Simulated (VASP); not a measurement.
# TiAl3 (I4mm) in VASP: single point with PBEsol

Aim: the single point of TiAl3 with PBEsol.

All numbers are computed with VASP 6.6.1; they aren't measurements. Logs are shortened: lines on timing, memory, paths and dates and some standing lists are left out, and cuts for length are marked.

## Step 1: The cell of the first run

Symmetry: I4mm, No. 107, tetragonal system. Conventional cell: a = 3.816 Å, b = 3.816 Å, c = 8.554 Å, α = 90.00°, β = 90.00°, γ = 90.00°. Within 3.6 Å of Ti (site symmetry 4mm) lie 12 Al at 2.70 to 2.89 Å. Within 3.6 Å of Al (site symmetry 4mm) lie 4 Ti at 2.70 Å and 8 Al at 2.82 to 2.91 Å. Within 3.6 Å of Al (site symmetry 2mm) lie 8 Al at 2.70 to 2.91 Å and 4 Ti at 2.84 to 2.89 Å.

## Step 2: Single point, PBEsol (atoms displaced along a vibrational mode)

The input, INCAR:

```
SYSTEM = TiAl3
  PREC = Accurate
  ENCUT = 520
  EDIFF = 1E-6
  ISMEAR = 0
  SIGMA = 0.15
  LREAL = .False.
  LASPH = .True.
  NELM = 80
  ALGO = Fast
  ISIF = 2
  LWAVE = .False.
  LCHARG = .True.
  GGA = PS
  LELF = .True.
  LVHAR = .True.
  NBANDS = 18
```

The input, KPOINTS:

```
Automatic mesh
0
Gamma
  18 18 18
  0 0 0
```

The input, POSCAR:

```
TiAl3
1.0
   -1.9077740735      1.9077740735      4.2769968080
    1.9077740735     -1.9077740735      4.2769968080
    1.9077740735      1.9077740735     -4.2769968080
Ti Al
1 3
Direct
    0.0038971968      0.0038971968      0.0000000000
    0.4929857324      0.4929857324      0.0000000000
    0.7500501938      0.2500501938      0.5000000000
    0.2500501938      0.7500501938      0.5000000000
```

Potentials or basis: VASP PAW PBE potentials, release 64 (Ti_sv, Al).

The run is started by

```sh
$ cat potpaw_PBE.64/Ti_sv/POTCAR potpaw_PBE.64/Al/POTCAR > POTCAR
$ mpirun -np 1 vasp_std > vasp.out
```

OUTCAR:

```text
SYSTEM = TiAl3
   PREC = Accurate
   ENCUT = 520
   EDIFF = 1E-6
   ISMEAR = 0
   LREAL = .False.
   LASPH = .True.
   NELM = 80
   ISIF = 2
   GGA = PS

 ion  position               nearest neighbor table
   1  0.004  0.004  0.000-   2 2.70   2 2.70   2 2.70   2 2.70   4 2.84   4 2.84   3 2.84   3 2.84
                             4 2.89   3 2.89   4 2.89   3 2.89
   2  0.493  0.493  0.000-   1 2.70   1 2.70   1 2.70   1 2.70   4 2.82   3 2.82   4 2.82   3 2.82
                             3 2.91   4 2.91   3 2.91   4 2.91
   3  0.750  0.250  0.500-   4 2.70   4 2.70   4 2.70   4 2.70   2 2.82   2 2.82   1 2.84   1 2.84
                             1 2.89   1 2.89   2 2.91   2 2.91
   4  0.250  0.750  0.500-   3 2.70   3 2.70   3 2.70   3 2.70   2 2.82   2 2.82   1 2.84   1 2.84
                             1 2.89   1 2.89   2 2.91   2 2.91

  LATTYP: Found a body centered tetragonal cell.
 ALAT       =     3.8155481470
 C/A-ratio  =     2.2418780438

  Lattice vectors:

 A1 = (  -1.9077740735,   1.9077740735,   4.2769968080)
 A2 = (   1.9077740735,  -1.9077740735,   4.2769968080)
 A3 = (   1.9077740735,   1.9077740735,  -4.2769968080)

Analysis of symmetry for initial positions (statically):
=====================================================================
 Subroutine PRICEL returns:
 Original cell was already a primitive cell.

 Routine SETGRP: Setting up the symmetry group for a
 body centered tetragonal supercell.

 Subroutine GETGRP returns: Found  8 space group operations
 (whereof  8 operations were pure point group operations)
 out of a pool of 16 trial point group operations.

The static configuration has the point symmetry C_4v.

Analysis of symmetry for dynamics (positions and initial velocities):
=====================================================================
 Subroutine PRICEL returns:
 Original cell was already a primitive cell.

 Routine SETGRP: Setting up the symmetry group for a
 body centered tetragonal supercell.

 Subroutine GETGRP returns: Found  8 space group operations
 (whereof  8 operations were pure point group operations)
 out of a pool of 16 trial point group operations.

The dynamic configuration has the point symmetry C_4v.

 Subroutine INISYM returns: Found  8 space group operations
 (whereof  8 operations are pure point group operations),
 and found     1 'primitive' translations

----------------------------------------------------------------------------------------

                                     Primitive cell

  volume of cell :      62.2663

  direct lattice vectors                    reciprocal lattice vectors
    -1.907774073  1.907774073  4.276996808     0.000000000  0.262085541  0.116904459
     1.907774073 -1.907774073  4.276996808     0.262085541  0.000000000  0.116904459
     1.907774073  1.907774073 -4.276996808     0.262085541  0.262085541  0.000000000

  length of vectors
     5.056867165  5.056867165  5.056867165     0.286976451  0.286976451  0.370644926

  position of ions in fractional coordinates (direct lattice)
     0.003897197  0.003897197  0.000000000
     0.492985732  0.492985732  0.000000000
     0.750050194  0.250050194  0.500000000
     0.250050194  0.750050194  0.500000000

  ion indices of the primitive-cell ions
   primitive index   ion index
                 1           1
                 2           2
                 3           3
                 4           4

----------------------------------------------------------------------------------------

 KPOINTS: Automatic mesh

Automatic generation of k-mesh.
 Grid dimensions read from file:
 generate k-points for:   18   18   18

 Generating k-lattice:

  Cartesian coordinates                     Fractional coordinates (reciprocal lattice)
     0.000000000  0.014560308  0.006494692     0.055555556  0.000000000  0.000000000
     0.014560308  0.000000000  0.006494692     0.000000000  0.055555556  0.000000000
     0.014560308  0.014560308  0.000000000     0.000000000  0.000000000  0.055555556

  Length of vectors
     0.015943136  0.015943136  0.020591385

  Shift w.r.t. Gamma in fractional coordinates (k-lattice)
     0.000000000  0.000000000  0.000000000

 Subroutine IBZKPT returns following result:
 ===========================================

 Found    480 irreducible k-points:

 Following reciprocal coordinates:
            Coordinates               Weight
  0.000000  0.000000  0.000000      1.000000
  0.055556  0.000000  0.000000      8.000000
  0.111111  0.000000  0.000000      8.000000
  0.166667  0.000000  0.000000      8.000000
  0.222222 -0.000000  0.000000      8.000000
  0.277778  0.000000  0.000000      8.000000
[... 16 lines left out ...]
 -0.277778  0.055556 -0.000000     16.000000
 -0.222222  0.055556 -0.000000     16.000000
 [... further k-points ...]
   k-points           NKPTS =    480   k-points in BZ     NKDIM =    480   number of bands    NBANDS=     18
   number of dos      NEDOS =    301   number of ions     NIONS =      4
   total plane-waves  NPLWV =  64000
   dimension x,y,z NGX =    40 NGY =   40 NGZ =   40
   dimension x,y,z NGXF=    80 NGYF=   80 NGZF=   80
   ions per type =               1   3
   NGX,Y,Z   is equivalent  to a cutoff of  13.15, 13.15, 13.15 a.u.
   NGXF,Y,Z  is equivalent  to a cutoff of  26.30, 26.30, 26.30 a.u.
 SYSTEM =  TiAl3
   PREC   = accura    normal or accurate (medium, high low for compatibility)
   ISTART =      0    job   : 0-new  1-cont  2-samecut
   ICHARG =      2    charge: 1-file 2-atom 10-const
   ISPIN  =      1    spin polarized calculation?
   LNONCOLLINEAR =      F non collinear calculations
   LSORBIT =      F    spin-orbit coupling
   LASPH  =      T    aspherical Exc in radial PAW
   ENCUT  =  520.0 eV  38.22 Ry    6.18 a.u.   9.40  9.40  9.40*2*pi/ulx,y,z
   NELM   =     80;   NELMIN=  2; NELMDL= -5     # of ELM steps
   EDIFF  = 0.1E-05   stopping-criterion for ELM
   LREAL  =      F    real-space projection
   EDIFFG = 0.1E-04   stopping-criterion for IOM
   NSW    =      0    number of steps for IOM
   IBRION =     -1    ionic relax: 0-MD 1-quasi-New 2-CG
   NFREE  =      0    steps in history (QN), initial steepest desc. (CG)
   ISIF   =      2    stress and relaxation
   ISYM   =      2    0-nonsym 1-usesym 2-fastsym
   POTIM  = 0.5000    time-step for ionic-motion
   TEBEG  =    0.0;   TEEND  =   0.0 temperature during run
   PSTRESS=    0.0 pullay stress
   NELECT =      21.0000    total number of electrons
   NUPDOWN=      -1.0000    fix difference up-down
   EMIN   =  10.00;   EMAX   =-10.00  energy-range for DOS
   EFERMI =   0.00;   METHOD = LEGACY
   ISMEAR =     0;   SIGMA  =   0.15  broadening in eV -4-tet -1-fermi 0-gaus
   EFERMI_NEDOS =   21; number of points for ismear=-14 and -15
   IALGO  =     68    algorithm
   IMIX   =      4    mixing-type and parameters
     AMIX     =   0.40;   BMIX     =  1.00
     AMIX_MAG =   1.60;   BMIX_MAG =  1.00
  volume/ion in A,a.u.               =      15.57       105.05
  Fermi-wavevector in a.u.,A,eV,Ry     =   1.139542  2.153422 17.667926  1.298556
  Thomas-Fermi vector in A             =   2.276245
   LORBIT       =      0    0 simple, 1 ext, 2 COOP (PROOUT), +10 PAW based schemes
   GGA     = PS    functional components
   LHFCALC =     F    Hartree Fock is set to
   AEXX    =    0.0000 exact exchange contribution
   IVDW    =     0    specifies the selected vdW correction
   LEPSILON=     F    determine dielectric tensor
   LRPA    =     F    only Hartree local field effects (RPA)
 non-spin polarized calculation
 RMM-DIIS sequential band-by-band and
 Gauss-broadening in eV      SIGMA  =   0.15
  energy-cutoff  :      520.00
  volume of cell :       62.27
 maximum number of plane-waves:      1696
 NGX is ok and might be reduce to    40
   NGX = 19   NGY = 19   NGZ = 19

 number of electron      21.0000000 magnetization

 Free energy of the ion-electron system (eV)
  ---------------------------------------------------
  ext. energy  EPLUGINS =         0.00000000
  ---------------------------------------------------
  free energy    TOTEN  =       -22.22618817 eV

  energy without entropy =      -22.20698695  energy(sigma->0) =      -22.21658756

 E-fermi :   8.3326     XC(G=0): -10.8950

 val. band max:        8.3303637509   @ k =  -0.3333  -0.3333   0.0556
 cond. band min:       8.3351763020   @ k =  -0.4444   0.5000   0.4444
 fundamental gap:      0.0048125511
 Fermi energy:         8.3325708597

 k-point     1 :       0.0000    0.0000    0.0000
  band No.  band energies     occupation
      1     -47.8600      2.00000
      2     -24.2812      2.00000
      3     -24.2812      2.00000
      4     -24.2027      2.00000
      5      -1.8106      2.00000
      6       5.4495      2.00000
[... 10 lines left out ...]
     17      12.1889      0.00000
     18      12.1920      0.00000

 k-point     2 :       0.0556    0.0000    0.0000
  band No.  band energies     occupation
      1     -47.8600      2.00000
      2     -24.2821      2.00000
      3     -24.2812      2.00000
      4     -24.2026      2.00000
      5      -1.7718      2.00000
      6       5.2287      2.00000
[... 10 lines left out ...]
     17      12.2006      0.00000
     18      12.4303      0.00000

 k-point     3 :       0.1111    0.0000    0.0000
  band No.  band energies     occupation
      1     -47.8598      2.00000
      2     -24.2847      2.00000
      3     -24.2810      2.00000
      4     -24.2025      2.00000
      5      -1.6556      2.00000
      6       4.9317      2.00000
[... 10 lines left out ...]
     17      12.2439      0.00000
     18      13.0022      0.00000

 k-point     4 :       0.1667    0.0000    0.0000
  band No.  band energies     occupation
      1     -47.8596      2.00000
      2     -24.2886      2.00000
      3     -24.2807      2.00000
      4     -24.2023      2.00000
      5      -1.4633      2.00000
      6       4.6260      2.00000
[... 10 lines left out ...]
     17      12.3685      0.00000
     18      13.7202      0.00000

 k-point     5 :       0.2222   -0.0000    0.0000
  band No.  band energies     occupation
      1     -47.8594      2.00000
      2     -24.2934      2.00000
      3     -24.2804      2.00000
      4     -24.2021      2.00000
      5      -1.1966      2.00000
      6       4.2575      2.00000
[... 10 lines left out ...]
     17      12.6401      0.00000
     18      14.2590      0.00000

 k-point     6 :       0.2778    0.0000    0.0000
  band No.  band energies     occupation
      1     -47.8592      2.00000
      2     -24.2985      2.00000
      3     -24.2801      2.00000
      4     -24.2019      2.00000
      5      -0.8581      2.00000
      6       3.7506      2.00000
[... 307 lines left out ...]
 k-point    21 :      -0.3889    0.0556    0.0000
  band No.  band energies     occupation
      1     -47.8587      2.00000
      2     -24.3071      2.00000
      3     -24.2804      2.00000
      4     -24.2013      2.00000
      5      -0.0262      2.00000
      6       2.5982      2.00000
[... 10 lines left out ...]
     17      13.3434      0.00000
     18      13.7792      0.00000

 k-point    22 :      -0.3333    0.0556   -0.0000
  band No.  band energies     occupation
      1     -47.8589      2.00000
      2     -24.3032      2.00000
      3     -24.2806      2.00000
      4     -24.2015      2.00000
      5      -0.4858      2.00000
      6       3.2700      2.00000
[... 10 lines left out ...]
     17      13.1697      0.00000
     18      13.5113      0.00000

 k-point    23 :      -0.2778    0.0556   -0.0000
  band No.  band energies     occupation
      1     -47.8591      2.00000
      2     -24.2984      2.00000
      3     -24.2809      2.00000
      4     -24.2017      2.00000
      5      -0.8814      2.00000
      6       3.9186      2.00000
[... 10 lines left out ...]
     17      12.7043      0.00000
     18      13.5618      0.00000

 k-point    24 :      -0.2222    0.0556   -0.0000
  band No.  band energies     occupation
      1     -47.8594      2.00000
      2     -24.2933      2.00000
      3     -24.2813      2.00000
      4     -24.2019      2.00000
      5      -1.2081      2.00000
      6       4.4854      2.00000
[... 10 lines left out ...]
     17      12.6582      0.00000
     18      13.8334      0.00000

 [... further k-points ...]

------------------------ aborting loop because EDIFF is reached ----------------------------------------

  FORCE on cell =-STRESS in cart. coord.  units (eV):
  Direction    XX          YY          ZZ          XY          YZ          ZX
  --------------------------------------------------------------------------------------
  -------------------------------------------------------------------------------------
  Total        0.0772077      0.0772077      0.0340554      0.0000000      0.0000000      0.0000000
  in kB        1.9866374      1.9866374      0.8762826      0.0000000      0.0000000      0.0000000
  external PRESSURE =       1.6165191 kB  Pullay stress =       0.0000000 kB

 VOLUME and BASIS-vectors are now :
 -----------------------------------------------------------------------------
  energy-cutoff  :      520.00
  volume of cell :       62.27
      direct lattice vectors                 reciprocal lattice vectors
    -1.907774073  1.907774073  4.276996808     0.000000000  0.262085541  0.116904459
     1.907774073 -1.907774073  4.276996808     0.262085541  0.000000000  0.116904459
     1.907774073  1.907774073 -4.276996808     0.262085541  0.262085541  0.000000000

 POSITION                                       TOTAL-FORCE (eV/Angst)
 -----------------------------------------------------------------------------------
      0.00000      0.00000      0.03334        -0.000000     -0.000000     -0.243328
      0.00000      0.00000      4.21700         0.000000      0.000000      0.248381
     -0.00000      1.90777      2.13893         0.000000      0.000000     -0.002527
      1.90777     -0.00000      2.13893         0.000000      0.000000     -0.002527
 -----------------------------------------------------------------------------------
    total drift:                               -0.000000     -0.000000      0.000011

  FREE ENERGIE OF THE ION-ELECTRON SYSTEM (eV)
  ---------------------------------------------------
  free  energy   TOTEN  =       -22.2261881745 eV

  energy  without entropy=      -22.2069869542  energy(sigma->0) =      -22.21658756
```

Wall time 28 min (1 thread of Intel Xeon Platinum 8375C at 2.90GHz (Ice Lake), shared host); peak memory 0.64 GiB.

Results:

| Property | Result |
| --- | --- |
| Free energy | -22.2262 eV |
| Pressure | 0.2 GPa |
| Largest force | 0.248 eV/Å |
| Band gap on the k mesh | zero (an odd number of electrons rules out a gap without spin polarisation) |

Forces in eV/Å, atoms in the order of the input:
```
Ti   0.000  0.000 -0.243
Al   0.000  0.000  0.248
Al   0.000  0.000 -0.003
Al   0.000  0.000 -0.003
```

Stress tensor (GPa, compression positive):
```
0.20 0.00 0.00
0.00 0.20 0.00
0.00 0.00 0.09
```

Levels at points of the mesh, in eV from the Fermi level:
| k point | band 7 | band 8 | band 9 | band 10 | band 11 | band 12 | band 13 | band 14 | band 15 | band 16 |
| --- | --- | --- | --- | --- | --- | --- | --- | --- | --- | --- |
| (0.00, 0.00, 0.00) | -2.63 | -1.43 | -1.24 | -1.24 | 0.85 | 1.78 | 1.78 | 2.22 | 2.51 | 3.84 |
| (0.50, 0.00, 0.00) | -3.63 | -2.95 | -1.06 | -0.27 | 0.50 | 1.82 | 2.10 | 2.73 | 3.19 | 4.54 |
| (0.50, 0.50, 0.00) | -4.40 | -3.78 | -2.70 | -2.21 | -1.00 | 1.79 | 1.96 | 2.68 | 2.89 | 3.24 |
| (0.50, 0.50, 0.50) | -2.02 | -0.91 | -0.91 | -0.25 | 0.70 | 0.70 | 0.97 | 3.07 | 4.81 | 6.16 |

Caveat: the cell differs from its parent crystal (atoms displaced along a vibrational mode); the PAW data sets were made with another functional, which shifts forces and pressure a little.
